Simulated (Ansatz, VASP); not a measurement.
# Two plane-wave programs on MoS2

```
Mo S
1.0
     3.14139    0.00000    0.00000
    -1.57069    2.72052    0.00000
     0.00000    0.00000   11.82998
Mo S
2 4
Direct
  0.66667 0.33333 0.25000
  0.33333 0.66667 0.75000
  0.66667 0.33333 0.61868
  0.33333 0.66667 0.38132
  0.66667 0.33333 0.88132
  0.33333 0.66667 0.11868
```

Change from the starting cell: strain along c alone, the other axes held, atoms relaxed: -6.0 %.

Alike in both runs: functional PBEsol; k mesh 12 × 12 × 2; occupations gaussian, width 0.02 eV; no spin polarisation.

Ansatz relaxed the structure, and its values are those at the end. VASP's run is a single point on that final structure, the one shown.

```csv
,VASP,Ansatz
version,VASP 6.6.1,Ansatz 0.2.0
potentials or method,"VASP PAW PBE potentials, release 64 (Mo_sv, S), cutoff 520 eV","scalar-relativistic, plane waves, PAW"
valence electrons in the cell,52,52
```

|  | VASP | Ansatz | Ansatz less VASP |
| --- | --- | --- | --- |
| gap on the k mesh at the Fermi level (eV) | 0.64 | 0.62 | -0.019 |
| least direct gap on the mesh (eV) | 1.69 | 1.69 | -0.005 |
| pressure (GPa) | 1.3 | 1.4 | +0.04 |

VASP's potentials were made for PBE, not for PBEsol. The functional is the same, so the differences come from potentials, cutoffs and numerics. Ansatz's warnings: stress scf threshold loose.
